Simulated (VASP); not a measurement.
Wanted: the native input for a VASP 6.6.1 run.

```
Task                   : single point
Functional             : PBE
Potentials or basis    : VASP PAW PBE potentials, release 64 (Ta_pv, N)
Cutoff                 : 520 eV
k mesh                 : 24 × 24 × 24
Occupations            : gaussian, width 0.15 eV
Spin                   : no spin polarisation
Dipole correction      : no
Further INCAR settings : ALGO = Normal; EDIFF = 1e-07; NBANDS = 15
```

The structure of TaN lies in POSCAR:

```
TaN
1.0
    0.0000000000      2.3535212201      2.3535212201
    2.2086347786      0.1448864415      2.2086347786
    2.2086347786      2.2086347786      0.1448864415
Ta N
1 1
Direct
    0.5000000000      0.5000000000      0.5000000000
    0.0000000000      0.0000000000      0.0000000000
```

This cell differs from its parent crystal: strain +0.1312 x Voigt [0, 0, 0, 1, 0, 0].

One way to write it, as run:

INCAR

```
SYSTEM = TaN
PREC = Accurate ; ENCUT = 520
EDIFF = 1E-7 ; ISMEAR = 0
SIGMA = 0.15 ; LREAL = .FALSE.
LASPH = .TRUE. ; NELM = 80
ALGO = Normal ; ISIF = 2
LWAVE = .FALSE. ; LCHARG = .FALSE.
GGA = PE ; NBANDS = 15
```

KPOINTS

```
Automatic mesh
0
G
  24 24 24
  0 0 0
```

Potentials or basis: VASP PAW PBE potentials, release 64 (Ta_pv, N).

Run with:

```console
$ cat potpaw_PBE.64/Ta_pv/POTCAR potpaw_PBE.64/N/POTCAR > POTCAR
$ mpirun -np 1 vasp_std > vasp.out
```

Results of the run:

```
Pressure               : 2.9 GPa
Band gap on the k mesh : zero (bands 8 and 9 overlap by 3.97 eV)
```

Caveat: the cell differs from its parent crystal (strain +0.1312 x Voigt [0, 0, 0, 1, 0, 0]); the stress differs along the axes, from -2 to 5 GPa; spin-orbit coupling is left out, which moves the levels of the heavy elements.

It took 7.8 min on 1 thread of Intel(R) Xeon(R) Platinum 8259CL CPU @ 2.50GHz (Skylake/Cascade Lake), on a shared host, peak memory 0.7 GiB.
